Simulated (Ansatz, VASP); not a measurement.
## Two plane-wave programs on B

```
B
1.0
     0.00000    1.49463    1.49463
     1.49463    0.00000    1.49463
     1.49463    1.49463    0.00000
B
1
Direct
  0.00000 0.00000 0.00000
```

Alike in both runs: task single point; functional revPBE; k mesh 21 × 21 × 21; occupations fermi-dirac, width 0.1 eV; no spin polarisation.

|  | VASP | Ansatz |
| --- | --- | --- |
| version | VASP 6.6.1 | Ansatz 0.2.0 |
| potentials or method | VASP PAW PBE potentials, release 64 (B), cutoff 520 eV | plane waves (420 eV) with PAW, scalar-relativistic |
| valence electrons in the cell | 3 | 3 |

Ansatz gave:

| Quantity | Value |
| --- | --- |
| pressure (GPa) | -24.1 |

Estimate VASP's values.

pressure (GPa): -24.3.

VASP's potentials were made for PBE, not for revPBE.
